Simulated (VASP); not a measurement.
# Ga (Pm-3n) in VASP: single point with LDA

Aim: the single point of Ga with LDA.

Everything below comes from runs of VASP 6.6.1. Logs are shortened: lines on timing, memory, paths and dates and some standing lists are left out, and cuts for length are marked.

**1. The cell of the first run**

It takes space group Pm-3n (No. 223, cubic). The conventional cell has a = 5.204 Å, b = 5.204 Å, c = 5.204 Å, α = 90.00°, β = 90.00°, γ = 90.00°. Ga (site symmetry m-3) has 12 Ga at 2.91 Å within 3.8 Å. Ga (site symmetry -4m2) has 14 Ga at 2.60 to 3.19 Å within 3.4 Å.

**2. Single point, LDA**

The input, INCAR:

```
SYSTEM = Ga
ALGO     = Normal         ! electronic algorithm
EDIFF    = 1E-6           ! SCF threshold, eV
ENCUT    = 520            ! plane-wave cutoff, eV
ISIF     = 2              ! what is computed and relaxed
ISMEAR   = -1             ! smearing method
LASPH    = .True.         ! aspherical terms in the spheres
LCHARG   = .False.        ! write CHGCAR
LREAL    = .False.        ! projectors in reciprocal space
LWAVE    = .False.        ! write WAVECAR
NBANDS   = 62             ! bands
NELM     = 60             ! most SCF steps
PREC     = Accurate       ! precision mode
SIGMA    = 0.1            ! smearing width, eV
```

The input, KPOINTS:

```
k-points
0
Gamma
  7 7 7
  0 0 0
```

The input, POSCAR:

```
Ga
1.0
    5.2038210599      0.0000000000      0.0000000000
    0.0000000000      5.2038210599      0.0000000000
    0.0000000000      0.0000000000      5.2038210599
Ga
8
Direct
    1.0000000000      1.0000000000      0.0000000000
    0.5000000000      0.5000000000      0.5000000000
    0.2500000000      1.0000000000      0.5000000000
    0.7500000000      1.0000000000      0.5000000000
    0.5000000000      0.2500000000      0.0000000000
    0.5000000000      0.7500000000      1.0000000000
    0.0000000000      0.5000000000      0.2500000000
    0.0000000000      0.5000000000      0.7500000000
```

Potentials or basis: VASP PAW LDA potentials, release 64 (Ga_d).

Launch:

```console
$ cat potpaw_LDA.64/Ga_d/POTCAR > POTCAR
$ mpirun -np 1 vasp_std > vasp.out
```

OUTCAR:

```text
SYSTEM = Ga
   EDIFF = 1E-6
   ENCUT = 520
   ISIF = 2
   ISMEAR = -1
   LASPH = .True.
   LREAL = .False.
   NELM = 60
   PREC = Accurate

 ion  position               nearest neighbor table
   1  0.000  0.000  0.000-   3 2.91   4 2.91   5 2.91   6 2.91   7 2.91   8 2.91   3 2.91   4 2.91
                             7 2.91   8 2.91   5 2.91   6 2.91
   2  0.500  0.500  0.500-   3 2.91   4 2.91   5 2.91   6 2.91   7 2.91   8 2.91   5 2.91   6 2.91
                             3 2.91   4 2.91   7 2.91   8 2.91
   3  0.250  0.000  0.500-   4 2.60   4 2.60   1 2.91   1 2.91   2 2.91   2 2.91
   4  0.750  0.000  0.500-   3 2.60   3 2.60   1 2.91   1 2.91   2 2.91   2 2.91
   5  0.500  0.250  0.000-   6 2.60   6 2.60   1 2.91   2 2.91   2 2.91   1 2.91
   6  0.500  0.750  0.000-   5 2.60   5 2.60   1 2.91   2 2.91   2 2.91   1 2.91
   7  0.000  0.500  0.250-   8 2.60   8 2.60   1 2.91   2 2.91   1 2.91   2 2.91
   8  0.000  0.500  0.750-   7 2.60   7 2.60   1 2.91   2 2.91   1 2.91   2 2.91

  LATTYP: Found a simple cubic cell.
 ALAT       =     5.2038210599

  Lattice vectors:

 A1 = (   5.2038210599,   0.0000000000,   0.0000000000)
 A2 = (   0.0000000000,   5.2038210599,   0.0000000000)
 A3 = (   0.0000000000,   0.0000000000,   5.2038210599)

Analysis of symmetry for initial positions (statically):
=====================================================================
 Subroutine PRICEL returns:
 Original cell was already a primitive cell.

 Routine SETGRP: Setting up the symmetry group for a
 simple cubic supercell.

 Subroutine GETGRP returns: Found 48 space group operations
 (whereof 24 operations were pure point group operations)
 out of a pool of 48 trial point group operations.

The static configuration has the point symmetry T_h .
 The point group associated with its full space group is O_h .

Analysis of symmetry for dynamics (positions and initial velocities):
=====================================================================
 Subroutine PRICEL returns:
 Original cell was already a primitive cell.

 Routine SETGRP: Setting up the symmetry group for a
 simple cubic supercell.

 Subroutine GETGRP returns: Found 48 space group operations
 (whereof 24 operations were pure point group operations)
 out of a pool of 48 trial point group operations.

The dynamic configuration has the point symmetry T_h .
 The point group associated with its full space group is O_h .

 Subroutine INISYM returns: Found 48 space group operations
 (whereof 24 operations are pure point group operations),
 and found     1 'primitive' translations

[... 107 lines left out ...]
   ISIF   =      2    stress and relaxation
   ISYM   =      2    0-nonsym 1-usesym 2-fastsym
   POTIM  = 0.5000    time-step for ionic-motion
   TEBEG  =    0.0;   TEEND  =   0.0 temperature during run
   PSTRESS=    0.0 pullay stress
   NELECT =     104.0000    total number of electrons
   NUPDOWN=      -1.0000    fix difference up-down
   EMIN   =  10.00;   EMAX   =-10.00  energy-range for DOS
   EFERMI =   0.00;   METHOD = LEGACY
   ISMEAR =    -1;   SIGMA  =   0.10  broadening in eV -4-tet -1-fermi 0-gaus
   EFERMI_NEDOS =   21; number of points for ismear=-14 and -15
   IALGO  =     38    algorithm
   IMIX   =      4    mixing-type and parameters
     AMIX     =   0.40;   BMIX     =  1.00
     AMIX_MAG =   1.60;   BMIX_MAG =  1.00
  volume/ion in A,a.u.               =      17.61       118.87
  Fermi-wavevector in a.u.,A,eV,Ry     =   1.479439  2.795733 29.779593  2.188738
  Thomas-Fermi vector in A             =   2.593596
   LORBIT       =      0    0 simple, 1 ext, 2 COOP (PROOUT), +10 PAW based schemes
   GGA     = CA    functional components
   LHFCALC =     F    Hartree Fock is set to
   AEXX    =    0.0000 exact exchange contribution
   IVDW    =     0    specifies the selected vdW correction
   LEPSILON=     F    determine dielectric tensor
   LRPA    =     F    only Hartree local field effects (RPA)
 non-spin polarized calculation
  energy-cutoff  :      520.00
  volume of cell :      140.92
 maximum number of plane-waves:      3823
 NGX is ok and might be reduce to    40
   NGX = 19   NGY = 19   NGZ = 19

 number of electron     103.9999900 magnetization

 Free energy of the ion-electron system (eV)
  ---------------------------------------------------
  ext. energy  EPLUGINS =         0.00000000
  ---------------------------------------------------
  free energy    TOTEN  =       -28.22517211 eV

  energy without entropy =      -28.12066496  energy(sigma->0) =      -28.17291853

 E-fermi :   5.9956     XC(G=0): -11.6748

 val. band max:        5.9655615747   @ k =   0.1429   0.1429   0.0000
 cond. band min:       6.0168832042   @ k =   0.4286   0.4286   0.2857
 fundamental gap:      0.0513216295
 Fermi energy:         5.9956193209

 k-point     1 :       0.0000    0.0000    0.0000
  band No.  band energies     occupation
      1      -9.3587      2.00000
      2      -9.3587      2.00000
      3      -9.3475      2.00000
      4      -9.2098      2.00000
      5      -9.2098      2.00000
      6      -9.2098      2.00000
[... 1289 lines left out ...]
     61      10.3518      0.00000
     62      10.5549      0.00000

------------------------ aborting loop because EDIFF is reached ----------------------------------------

  FORCE on cell =-STRESS in cart. coord.  units (eV):
  Direction    XX          YY          ZZ          XY          YZ          ZX
  --------------------------------------------------------------------------------------
  -------------------------------------------------------------------------------------
  Total       -0.2511507     -0.2511507     -0.2511507     -0.0000000      0.0000000     -0.0000000
  in kB       -2.8554721     -2.8554721     -2.8554721     -0.0000000      0.0000000     -0.0000000
  external PRESSURE =      -2.8554721 kB  Pullay stress =       0.0000000 kB

 VOLUME and BASIS-vectors are now :
 -----------------------------------------------------------------------------
  energy-cutoff  :      520.00
  volume of cell :      140.92
      direct lattice vectors                 reciprocal lattice vectors
     5.203821060  0.000000000  0.000000000     0.192166485  0.000000000  0.000000000
     0.000000000  5.203821060  0.000000000     0.000000000  0.192166485  0.000000000
     0.000000000  0.000000000  5.203821060     0.000000000  0.000000000  0.192166485

 POSITION                                       TOTAL-FORCE (eV/Angst)
 -----------------------------------------------------------------------------------
      0.00000      0.00000      0.00000         0.000000      0.000000      0.000000
      2.60191      2.60191      2.60191         0.000000      0.000000      0.000000
      1.30096      0.00000      2.60191        -0.000000      0.000000      0.000000
      3.90287      0.00000      2.60191         0.000000     -0.000000     -0.000000
      2.60191      1.30096      0.00000         0.000000      0.000000     -0.000000
      2.60191      3.90287      0.00000         0.000000     -0.000000      0.000000
      0.00000      2.60191      1.30096        -0.000000      0.000000      0.000000
      0.00000      2.60191      3.90287         0.000000     -0.000000     -0.000000
 -----------------------------------------------------------------------------------
    total drift:                               -0.000000     -0.000000     -0.000000

  FREE ENERGIE OF THE ION-ELECTRON SYSTEM (eV)
  ---------------------------------------------------
  free  energy   TOTEN  =       -28.2251721103 eV

  energy  without entropy=      -28.1206649576  energy(sigma->0) =      -28.17291853
```

OSZICAR:

```text
N       E                     dE             d eps       ncg     rms          rms(c)
DAV:   1     0.963818719456E+03    0.96382E+03   -0.48308E+04  2718   0.328E+03
DAV:   2     0.139666193050E+03   -0.82415E+03   -0.80619E+03  2480   0.729E+02
DAV:   3    -0.177530888488E+02   -0.15742E+03   -0.15245E+03  2812   0.213E+02
DAV:   4    -0.281447787020E+02   -0.10392E+02   -0.10063E+02  2768   0.549E+01
DAV:   5    -0.285462928000E+02   -0.40151E+00   -0.39958E+00  2918   0.120E+01    0.272E+00
DAV:   6    -0.282956060412E+02    0.25069E+00   -0.65289E-01  3190   0.733E+00    0.131E+00
DAV:   7    -0.282305057555E+02    0.65100E-01   -0.11186E-01  3100   0.224E+00    0.338E-01
DAV:   8    -0.282249226546E+02    0.55831E-02   -0.25808E-02  2708   0.179E+00    0.651E-02
DAV:   9    -0.282251188922E+02   -0.19624E-03   -0.38081E-03  3080   0.108E+00    0.348E-02
DAV:  10    -0.282251763135E+02   -0.57421E-04   -0.11080E-03  3768   0.224E-01    0.159E-02
DAV:  11    -0.282251726539E+02    0.36597E-05   -0.29198E-05  4504   0.723E-02    0.394E-03
DAV:  12    -0.282251721103E+02    0.54362E-06   -0.96877E-06  2730   0.296E-02
   1 F= -.28225172E+02 E0= -.28172919E+02  d E =-.104507E+00
```

stdout:

```text
POSCAR found type information on POSCAR Ga
 POSCAR found :  1 types and       8 ions
 scaLAPACK will be used
 LDA part: xc-table for (Slater(with rela. corr.)+CA(PZ))
 , standard interpolation
 POSCAR, INCAR and KPOINTS ok, starting setup
 FFT: planning ... GRIDC
 FFT: planning ... GRID_SOFT
 FFT: planning ... GRID
 WAVECAR not read
 entering main loop
```

It took 2.1 min on 1 thread of AMD EPYC 7R13 (Zen 3), shared host; peak memory 0.22 GiB.

What came out:

```
Free energy            : -28.2252 eV
Pressure               : -0.3 GPa
Band gap on the k mesh : zero (band 52 reaches 8.75 eV, above the bottom of band 53 at 5.12 eV)
```

Levels at points of the mesh, in eV from the Fermi level:
```csv
k point,band 48,band 49,band 50,band 51,band 52,band 53,band 54,band 55,band 56,band 57
"(0.00, 0.00, 0.00)",-1.33,-1.33,-1.30,-0.23,-0.23,-0.23,-0.08,-0.08,-0.08,1.18
```
